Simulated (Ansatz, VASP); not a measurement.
# ReP2 in VASP and in Ansatz

```
Re P
1.0
     3.10298    0.00000    0.00000
     0.00000    3.10298    0.00000
     0.00000    0.00000    5.45340
Re P
1 2
Direct
  0.00000 0.00000 0.00000
  0.50000 0.00000 0.30970
  0.00000 0.50000 0.69030
```

Change from the starting cell: ordered vacancies on the cation sites of zinc blende (P-4m2, No. 115).

Alike in both runs: task single point; functional PBE; k mesh 6 × 6 × 4; occupations gaussian, width 0.1 eV; collinear spin.

|  | VASP | Ansatz |
| --- | --- | --- |
| version | VASP 6.6.1 | Ansatz 0.2.0 |
| potentials or method | VASP PAW PBE potentials, release 64 (Re, P), cutoff 520 eV | scalar-relativistic, plane waves, PAW |
| valence electrons in the cell | 17 | 25 |

|  | VASP | Ansatz | Ansatz less VASP |
| --- | --- | --- | --- |
| gap on the k mesh at the Fermi level (eV) | none | none | - |
| pressure (GPa) | 0.7 | 0.1 | -0.54 |
| traceless stress, the component that is largest in VASP (GPa) | 0.25 | -0.06 | -0.307 |
| rms of the force components (eV/Å) | 0.032 | 0.004 | -0.0282 |
| net moment per atom (μB) | 0.00 | 0.00 | 0.000 |

Atom by atom the forces differ by 0.036 eV/Å (rms over components). A gap of «none» marks a metal or a gap that the smearing closes. With one functional, cell and mesh, what is left measures potentials, basis and numerics. VASP's potentials hold 17 valence electrons a cell and Ansatz's 25, so a difference there can come from the potentials and not from the codes. Ansatz's warnings: seeded moment not kept.

Neither program's run includes spin-orbit coupling.
